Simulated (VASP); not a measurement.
Crystal: CuH8.

```
CELL_PARAMETERS angstrom
3.92169 -2.93536 0.00000
3.92169 2.93536 0.00000
-2.86664 0.00000 3.89494
ATOMIC_POSITIONS crystal
Cu 0.24813 0.75187 0.50000
H 0.78896 0.31767 0.15235
H 0.68233 0.21104 0.84766
H 0.20185 0.67581 0.84463
H 0.32419 0.79815 0.15537
H 0.23666 0.26820 0.15984
H 0.73180 0.76334 0.84016
H 0.11939 0.16663 0.84962
H 0.83337 0.88061 0.15038
```

The cell was generated, and may not be a known phase.

- Program: VASP 6.6.1
- Task: relaxation of cell and atoms
- Functional: PBE
- Potentials or basis: VASP PAW PBE potentials, release 64 (Cu_sv_GW, H)
- Cutoff: 820 eV
- k mesh: 4 × 4 × 4
- Occupations: gaussian, width 0.1 eV
- Spin: no spin polarisation

At the start: pressure -13.1 GPa; volume 9.96 Å³/atom.

Where does the relaxation end?

Over 69 steps the energy falls by 579.8 meV/atom and the volume is 9.94 Å³/atom (-0.3 %); space group C2 (No. 5, to 0.1 Å) before and after.

The path:
```
step  energy change (eV)  largest force (eV/Å)  pressure (GPa)  volume (Å³)
   1              0.0000                4.4214          -13.10        89.67
   3             -4.4657                2.1500           -1.07        79.60
   5             -4.1665                3.6987            4.17        77.45
   7             -4.6419                0.5626            0.62        78.63
   9             -4.7116                0.9982           -1.26        79.07
  11             -4.7937                0.7129           -1.09        79.04
  13             -4.8894                2.2537           -0.01        78.74
  15             -4.9668                0.8081           -0.35        78.80
  17             -5.0526                0.6071            0.14        78.51
  19             -5.0739                0.1979            1.40        78.51
  21             -5.1012                0.1656            1.12        79.74
  23             -5.1216                0.6664            0.73        81.92
  25             -5.1463                0.4012           -0.58        85.01
  27             -5.1537                0.2280           -0.26        84.84
  29             -5.1588                0.1300           -0.15        85.17
  31             -5.1637                0.1162           -0.06        85.18
  33             -5.1664                0.7086            0.26        85.16
  35             -5.1695                0.4602            0.14        85.18
  37             -5.1738                0.3760            0.20        85.20
  39             -5.1862                0.3216            0.40        85.25
  41             -5.1906                0.3368            0.54        85.27
  43             -5.1983                0.2620            0.12        85.60
  45             -5.2013                0.1483            0.30        85.64
  47             -5.2039                0.0803            0.48        85.90
  49             -5.2053                0.2056            0.54        86.34
  51             -5.2093                0.0855            0.20        87.36
  53             -5.2103                0.1440           -0.02        88.12
  55             -5.2124                0.0470           -0.21        88.94
  57             -5.2129                0.0475           -0.17        89.08
  59             -5.2132                0.1509           -0.09        89.18
  61             -5.2146                0.1055           -0.05        89.35
  63             -5.2163                0.0814           -0.15        89.66
  65             -5.2166                0.1041           -0.27        89.73
  67             -5.2171                0.0547           -0.24        89.66
  69             -5.2178                0.0374           -0.14        89.43
```

Final structure:
```
Cu H
1.0
     5.05380   -3.16944    0.22932
     5.05380    3.16944    0.22932
    -3.45631    0.00000    2.63492
Cu H
1 8
Direct
  0.25236 0.74764 0.50000
  0.76669 0.34354 0.12354
  0.65646 0.23331 0.87646
  0.24308 0.74407 0.88904
  0.25593 0.75692 0.11096
  0.24560 0.33562 0.09610
  0.66438 0.75440 0.90390
  0.23895 0.15680 0.89880
  0.84320 0.76105 0.10120
```

Caveat: the k points lie up to 0.37 Å⁻¹ apart in the final cell, too coarse for converged energies and pressures of a metal; a cell axis changed by over 15 % at a fixed basis, so the end point is rough; an odd number of electrons without spin polarisation forces a metal; a magnetic or distorted state may lie lower.
